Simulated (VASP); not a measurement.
A run of VASP 6.6.1:

File INCAR:

```
SYSTEM = PIr
PREC = Accurate ; ENCUT = 560
EDIFF = 1E-6 ; ISMEAR = -1
SIGMA = 0.08 ; LREAL = .False.
LASPH = .True. ; NELM = 120
ALGO = Normal ; ISIF = 2
LWAVE = .False. ; LCHARG = .False.
GGA = CA ; NBANDS = 18
GGA_COMPAT = .False.
```

The input KPOINTS:

```
Automatic mesh
0
Gamma
  14 14 14
  0 0 0
```

Contents of POSCAR:

```
PIr
1.0
    0.0000000000      2.4263656764      2.4263656764
    2.4263656764      0.0000000000      2.4263656764
    2.4263656764      2.4263656764      0.0000000000
Ir P
1 1
Direct
    0.0000000000      0.0000000000      0.0000000000
    0.5000000000      0.5000000000      0.5000000000
```

Potentials or basis: VASP PAW LDA potentials, release 64 (Ir_sv_GW, P).

The run is started by

```bash
$ cat potpaw_LDA.64/Ir_sv_GW/POTCAR potpaw_LDA.64/P/POTCAR > POTCAR
$ mpirun -np 1 vasp_std > vasp.out
```

Hardware: 1 thread of Intel(R) Xeon(R) Platinum 8259CL CPU @ 2.50GHz (Skylake/Cascade Lake), with other jobs on the host.

Problem. How long does it take, and how much memory?

Solution. Wall time 55 s on 1 thread of Intel(R) Xeon(R) Platinum 8259CL CPU @ 2.50GHz (Skylake/Cascade Lake), on a shared host, peak memory 0.19 GiB. Counts: scf iterations 13, k points 104.
